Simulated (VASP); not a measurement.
A run of VASP 6.6.1 is set up as follows.

File INCAR:

```
SYSTEM = Al
ALGO = Normal
EDIFF = 1E-6
ENCUT = 500
GGA = PE
GGA_COMPAT = .False.
ISIF = 2
ISMEAR = -1
LASPH = .True.
LCHARG = .False.
LREAL = .False.
LWAVE = .False.
NBANDS = 8
NELM = 120
PREC = Accurate
SIGMA = 0.1
```

Contents of KPOINTS:

```
k-points
0
Gamma
  9 9 9
  0 0 0
```

Contents of POSCAR:

```
Al
1.0
    0.0000000000      2.0194650000      2.0194650000
    2.0194650000      0.0000000000      2.0194650000
    2.0194650000      2.0194650000      0.0000000000
Al
1
Direct
    0.0000000000      0.0000000000      0.0000000000
```

Potentials or basis: VASP PAW PBE potentials, release 64 (Al).

Command:

```sh
$ cat potpaw_PBE.64/Al/POTCAR > POTCAR
$ mpirun -np 1 vasp_std > vasp.out
```

Problem. Estimate the pressure.

Solution. 0.3 GPa.
